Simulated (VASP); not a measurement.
# BaO (Fm-3m) in VASP: notebook

The runs below take BaO through G0W0 quasiparticle levels, with PBE.

Everything below comes from runs of VASP 6.6.1. Logs are shortened: lines on timing, memory, paths and dates and some standing lists are left out, and cuts for length are marked.

### Step 1. The cell of the first run

The structure is cubic, space group Fm-3m (No. 225). Conventional cell: a = 5.544 Å, b = 5.544 Å, c = 5.544 Å, α = 90.00°, β = 90.00°, γ = 90.00°. Ba (site symmetry m-3m) has 6 O at 2.77 Å within 3.7 Å. O (site symmetry m-3m) has 6 Ba at 2.77 Å within 3.7 Å.

### Step 2. G0W0 quasiparticle levels, PBE

Contents of POSCAR:

```
BaO
1.0
    0.0000000000      2.7719426831      2.7719426831
    2.7719426831      0.0000000000      2.7719426831
    2.7719426831      2.7719426831      0.0000000000
Ba O
1 1
Direct
    0.0000000000      0.0000000000      0.0000000000
    0.5000000000      0.5000000000      0.5000000000
```

Contents of INCAR.step1:

```
PREC = Accurate ; ENCUT = 500
EDIFF = 1E-8 ; ISMEAR = 0
SIGMA = 0.01 ; LREAL = False
LASPH = True ; NELM = 60
ALGO = Normal ; LWAVE = True
LCHARG = False ; GGA = PE
```

Contents of INCAR.step2:

```
PREC = Accurate ; ENCUT = 500
EDIFF = 1E-8 ; ISMEAR = 0
SIGMA = 0.01 ; LREAL = False
LASPH = True ; NELM = 1
ALGO = Exact ; LWAVE = True
LCHARG = False ; GGA = PE
NBANDS = 38 ; LOPTICS = True
ISTART = 1
```

Contents of INCAR.step3:

```
PREC = Accurate ; ENCUT = 500
EDIFF = 1E-8 ; ISMEAR = 0
SIGMA = 0.01 ; LREAL = False
LASPH = True ; ALGO = EVGW0
LWAVE = False ; LCHARG = False
GGA = PE ; NELMGW = 1
NBANDS = 38 ; ENCUTGW = 60.0
NOMEGA = 48 ; PRECFOCK = Fast
ISTART = 1 ; NBANDSGW = 16
```

Contents of KPOINTS:

```
Automatic mesh
0
Gamma
  4 4 4
```

Potentials or basis: VASP PAW PBE potentials, release 64 (Ba_sv_GW, O_GW).

Command:

```sh
> cat potpaw_PBE.64/Ba_sv_GW/POTCAR potpaw_PBE.64/O_GW/POTCAR > POTCAR
> cp INCAR.step1 INCAR
> mpirun -np 1 vasp_std > vasp.out
> cp INCAR.step2 INCAR
> mpirun -np 1 vasp_std > vasp.out
> cp INCAR.step3 INCAR
> mpirun -np 1 vasp_std > vasp.out
```

OUTCAR:

```text
PREC = Accurate
   ENCUT = 500
   EDIFF = 1E-8
   ISMEAR = 0
   LREAL = False
   LASPH = True
   GGA = PE
   NELMGW = 1
   ENCUTGW = 60.0
   PRECFOCK = Fast
   ISTART = 1

 ion  position               nearest neighbor table
   1  0.000  0.000  0.000-
   2  0.500  0.500  0.500-

  LATTYP: Found a face centered cubic cell.
 ALAT       =     5.5438853662

  Lattice vectors:

 A1 = (   0.0000000000,   2.7719426831,   2.7719426831)
 A2 = (   2.7719426831,   0.0000000000,   2.7719426831)
 A3 = (   2.7719426831,   2.7719426831,   0.0000000000)

Analysis of symmetry for initial positions (statically):
=====================================================================
 Subroutine PRICEL returns:
 Original cell was already a primitive cell.

 Routine SETGRP: Setting up the symmetry group for a
 face centered cubic supercell.

 Subroutine GETGRP returns: Found 48 space group operations
 (whereof 48 operations were pure point group operations)
 out of a pool of 48 trial point group operations.

The static configuration has the point symmetry O_h .

Analysis of symmetry for dynamics (positions and initial velocities):
=====================================================================
 Subroutine PRICEL returns:
 Original cell was already a primitive cell.

 Routine SETGRP: Setting up the symmetry group for a
 face centered cubic supercell.

 Subroutine GETGRP returns: Found 48 space group operations
 (whereof 48 operations were pure point group operations)
 out of a pool of 48 trial point group operations.

The dynamic configuration has the point symmetry O_h .

 Subroutine INISYM returns: Found 48 space group operations
 (whereof 48 operations are pure point group operations),
 and found     1 'primitive' translations

----------------------------------------------------------------------------------------

                                     Primitive cell

  volume of cell :      42.5974

  direct lattice vectors                    reciprocal lattice vectors
     0.000000000  2.771942683  2.771942683    -0.180378910  0.180378910  0.180378910
     2.771942683  0.000000000  2.771942683     0.180378910 -0.180378910  0.180378910
     2.771942683  2.771942683  0.000000000     0.180378910  0.180378910 -0.180378910

  length of vectors
     3.920118937  3.920118937  3.920118937     0.312425437  0.312425437  0.312425437

  position of ions in fractional coordinates (direct lattice)
     0.000000000  0.000000000  0.000000000
     0.500000000  0.500000000  0.500000000

  ion indices of the primitive-cell ions
   primitive index   ion index
                 1           1
                 2           2

----------------------------------------------------------------------------------------

 KPOINTS: Automatic mesh

Automatic generation of k-mesh.
 Grid dimensions read from file:
 generate k-points for:    4    4    4

 Generating k-lattice:

  Cartesian coordinates                     Fractional coordinates (reciprocal lattice)
    -0.045094728  0.045094728  0.045094728     0.250000000  0.000000000  0.000000000
     0.045094728 -0.045094728  0.045094728     0.000000000  0.250000000  0.000000000
     0.045094728  0.045094728 -0.045094728     0.000000000  0.000000000  0.250000000

  Length of vectors
     0.078106359  0.078106359  0.078106359

  Shift w.r.t. Gamma in fractional coordinates (k-lattice)
     0.000000000  0.000000000  0.000000000

 Subroutine IBZKPT returns following result:
 ===========================================

 Found      8 irreducible k-points:

 Following reciprocal coordinates:
            Coordinates               Weight
  0.000000  0.000000  0.000000      1.000000
  0.250000  0.000000  0.000000      8.000000
  0.500000  0.000000  0.000000      4.000000
  0.250000  0.250000  0.000000      6.000000
  0.500000  0.250000  0.000000     24.000000
 -0.250000  0.250000  0.000000     12.000000
  0.500000  0.500000  0.000000      3.000000
 -0.250000  0.500000  0.250000      6.000000
   k-points           NKPTS =      8   k-points in BZ     NKDIM =     64   number of bands    NBANDS=     38
   number of dos      NEDOS =    301   number of ions     NIONS =      2
   total plane-waves  NPLWV =  27000
   dimension x,y,z NGX =    30 NGY =   30 NGZ =   30
   dimension x,y,z NGXF=    60 NGYF=   60 NGZF=   60
   ions per type =               1   1
   NGX,Y,Z   is equivalent  to a cutoff of  12.72, 12.72, 12.72 a.u.
   NGXF,Y,Z  is equivalent  to a cutoff of  25.45, 25.45, 25.45 a.u.
 SYSTEM =  unknown system
   PREC   = accura    normal or accurate (medium, high low for compatibility)
   ISTART =      1    job   : 0-new  1-cont  2-samecut
   ICHARG =      0    charge: 1-file 2-atom 10-const
   ISPIN  =      1    spin polarized calculation?
   LNONCOLLINEAR =      F non collinear calculations
   LSORBIT =      F    spin-orbit coupling
   LASPH  =      T    aspherical Exc in radial PAW
   ENCUT  =  500.0 eV  36.75 Ry    6.06 a.u.   7.15  7.15  7.15*2*pi/ulx,y,z
   NELM   =     60;   NELMIN=  2; NELMDL=  0     # of ELM steps
   EDIFF  = 0.1E-07   stopping-criterion for ELM
   LREAL  =      F    real-space projection
   EDIFFG = 0.1E-06   stopping-criterion for IOM
   NSW    =      0    number of steps for IOM
   IBRION =     -1    ionic relax: 0-MD 1-quasi-New 2-CG
   NFREE  =      0    steps in history (QN), initial steepest desc. (CG)
   ISIF   =      0    stress and relaxation
   ISYM   =      3    0-nonsym 1-usesym 2-fastsym
   POTIM  = 0.5000    time-step for ionic-motion
   TEBEG  =    0.0;   TEEND  =   0.0 temperature during run
   PSTRESS=    0.0 pullay stress
   NELECT =      16.0000    total number of electrons
   NUPDOWN=      -1.0000    fix difference up-down
   EMIN   =  10.00;   EMAX   =-10.00  energy-range for DOS
   EFERMI =   0.00;   METHOD = LEGACY
   ISMEAR =     0;   SIGMA  =   0.01  broadening in eV -4-tet -1-fermi 0-gaus
   EFERMI_NEDOS =   21; number of points for ismear=-14 and -15
   IALGO  =     38    algorithm
   IMIX   =      4    mixing-type and parameters
     AMIX     =   0.40;   BMIX     =  1.00
     AMIX_MAG =   1.60;   BMIX_MAG =  1.00
  volume/ion in A,a.u.               =      21.30       143.73
  Fermi-wavevector in a.u.,A,eV,Ry     =   1.181192  2.232130 18.983054  1.395215
  Thomas-Fermi vector in A             =   2.317470
   LORBIT       =      0    0 simple, 1 ext, 2 COOP (PROOUT), +10 PAW based schemes
   GGA     = PE    functional components
   LHFCALC =     T    Hartree Fock is set to
   PRECFOCK=fast      Normal, Fast or Accurate (Low or Medium for compatibility)
   ENCUT4O =  -1.0   cutoff for four orbital integrals eV
   NKREDX  =     1    reduce k-point grid by
   NKREDY  =     1    reduce k-point grid by
   NKREDZ  =     1    reduce k-point grid by
   AEXX    =    1.0000 exact exchange contribution
   HFSCREEN=    0.0000 screening length (either q_TF or 0.3 A-1)
   HFSCREENC=   0.0000 screening length for correlation (either q_TF or 0.3 A-1)
   ENCUTFOCK=  -1.0 apply spherical cutoff to Coloumb kernel
   IVDW    =     0    specifies the selected vdW correction
   LEPSILON=     F    determine dielectric tensor
   LRPA    =     F    only Hartree local field effects (RPA)
   LRPAFORCE           =     F    calculate RPA forces
   ENCUTGW             =  60.0    cutoff for response function in eV
   ENCUTGWSOFT         =  48.0    soft cutoff for Coulomb kernel in GW response function in eV
   ENCUTLF             =  -1.0    cutoff for local field effects
   NELMGW              =     1    number of iterations in solving QP/BSE equation
   NELMHF              =     1    number of iterations in the inner HF iteration
   NKREDLFX            =     1    NKREDLFY  =   1   NKREDLFZ  =   1
 non-spin polarized calculation
 Gauss-broadening in eV      SIGMA  =   0.01
  energy-cutoff  :      500.00
  volume of cell :       42.60
 maximum number of plane-waves:      1106
 NGX is ok and might be reduce to    30
  NGX = 16; NGY = 16; NGZ = 16
   NGX = 15   NGY = 15   NGZ = 15
 maximum number of plane-waves:        59
 NGX is ok and might be reduce to    10

 QP shifts <psi_nk| G(iteration)W_0 |psi_nk>: iteration 1
 for sc-GW calculations column KS-energies equals QP-energies in previous step
 and V_xc(KS)=  KS-energies - (<T + V_ion + V_H > + <T+V_H+V_ion>^1  + <V_x>^1)

 k-point   1 :       0.0000    0.0000    0.0000
  band No.  KS-energies  QP-energies   sigma(KS)   V_xc(KS)     V^pw_x(r,r')   Z            occupation Imag(sigma)

      1     -21.4911     -22.1478     -16.0266     -15.0356     -24.4402       0.6626       2.0000       1.4741
      2     -10.6863     -12.3322     -22.0911     -19.4972     -30.7083       0.6345       2.0000       0.8757
      3      -6.0148      -7.1010     -15.6573     -14.2700     -19.3141       0.7830       2.0000       0.2500
      4      -6.0148      -7.1010     -15.6573     -14.2700     -19.3141       0.7830       2.0000       0.2500
      5      -6.0148      -7.1010     -15.6573     -14.2700     -19.3141       0.7830       2.0000       0.2500
      6       3.8863       3.6096     -18.4612     -18.0785     -23.1870       0.7230       2.0000       0.1971
[... 8 lines left out ...]
     15      11.8540      14.3794      -6.8409     -10.0231      -2.0869       0.7936       0.0000      -0.2314
     16      14.8336      20.0780      -8.4869     -15.4138      -3.0945       0.7571       0.0000      -0.2099

 k-point   2 :       0.2500    0.0000    0.0000
  band No.  KS-energies  QP-energies   sigma(KS)   V_xc(KS)     V^pw_x(r,r')   Z            occupation Imag(sigma)

      1     -21.3666     -22.0185     -16.0902     -15.1152     -24.4416       0.6686       2.0000       1.4222
      2     -11.0433     -12.6363     -21.2661     -18.7709     -29.8149       0.6384       2.0000       0.8677
      3      -6.1413      -7.2963     -16.2006     -14.7173     -20.0724       0.7787       2.0000       0.2776
      4      -6.0755      -7.1730     -15.5966     -14.1954     -19.2257       0.7832       2.0000       0.2416
      5      -6.0755      -7.1730     -15.5966     -14.1954     -19.2257       0.7832       2.0000       0.2416
      6       3.0008       2.5446     -16.5100     -15.8846     -20.8753       0.7295       2.0000       0.2188
[... 8 lines left out ...]
     15      13.6526      17.5409      -7.7497     -12.7524      -2.7184       0.7773       0.0000      -0.2375
     16      14.5431      19.5621      -8.2326     -14.7748      -2.9153       0.7672       0.0000      -0.2135

 k-point   3 :       0.5000    0.0000    0.0000
  band No.  KS-energies  QP-energies   sigma(KS)   V_xc(KS)     V^pw_x(r,r')   Z            occupation Imag(sigma)

      1     -21.2356     -21.8783     -16.1583     -15.2033     -24.4442       0.6729       2.0000       1.3658
      2     -11.4024     -12.9290     -20.5189     -18.1067     -29.0245       0.6329       2.0000       0.8818
      3      -6.2524      -7.4729     -16.6859     -15.1136     -20.7539       0.7762       2.0000       0.3104
      4      -6.1339      -7.2427     -15.5417     -14.1255     -19.1429       0.7829       2.0000       0.2340
      5      -6.1339      -7.2427     -15.5417     -14.1255     -19.1429       0.7829       2.0000       0.2340
      6       2.3626       1.8057     -15.5211     -14.7520     -19.8345       0.7241       2.0000       0.2494
[... 74 lines left out ...]
      1     -21.1680     -21.8136     -16.2026     -15.2583     -24.4726       0.6837       2.0000       1.3761
      2     -10.8619     -12.5079     -21.9985     -19.3801     -30.7199       0.6286       2.0000       0.8882
      3      -7.4854      -8.6850     -14.7815     -13.1873     -18.9152       0.7525       2.0000       0.4129
      4      -6.5950      -7.7251     -15.3411     -13.8660     -19.1871       0.7661       2.0000       0.3130
      5      -6.5950      -7.7251     -15.3411     -13.8660     -19.1871       0.7661       2.0000       0.3130
      6       4.1113       3.8627     -18.6139     -18.2737     -23.2475       0.7307       2.0000       0.1875
[... 8 lines left out ...]
     15      14.1090      16.0113      -9.3183     -11.7326      -5.3149       0.7879       0.0000      -0.3161
     16      14.1264      18.7893      -7.9505     -14.0344      -2.6786       0.7664       0.0000      -0.2208

 k-point   8 :      -0.2500    0.5000    0.2500
  band No.  KS-energies  QP-energies   sigma(KS)   V_xc(KS)     V^pw_x(r,r')   Z            occupation Imag(sigma)

      1     -21.1628     -21.8082     -16.2035     -15.2597     -24.4661       0.6839       2.0000       1.3644
      2     -11.0544     -12.6630     -21.4837     -18.9349     -30.1369       0.6311       2.0000       0.8818
      3      -7.0686      -8.2440     -15.0208     -13.4763     -19.0071       0.7610       2.0000       0.3679
      4      -7.0686      -8.2440     -15.0208     -13.4763     -19.0071       0.7610       2.0000       0.3679
      5      -6.0913      -7.2290     -16.0122     -14.5574     -19.7747       0.7820       2.0000       0.2576
      6       2.9889       2.5712     -17.2952     -16.7135     -22.0450       0.7179       2.0000       0.2353
[... 8 lines left out ...]
     15      14.1306      16.0407      -9.3364     -11.7619      -5.3292       0.7875       0.0000      -0.3187
     16      14.5128      17.4216      -9.4425     -13.1889      -5.2285       0.7764       0.0000      -0.2084
```

Wall time 66 s (1 thread of Intel Xeon 6975P-C, shared host); peak memory 0.4 GiB.

Results:

- Band gap on the k mesh, mean-field level: 2.05 eV, direct
- Quasiparticle gap: 3.12 eV
- Least direct quasiparticle gap: 3.12 eV

Caveat: the k points lie up to 0.49 Å⁻¹ apart; bands, screening cutoff and mesh are small and nothing is extrapolated, so the quasiparticle values aren't converged; spin-orbit coupling is left out, which moves the levels of the heavy elements. A k mesh can miss the band edges.

(Part 1 of 2 ends here.)
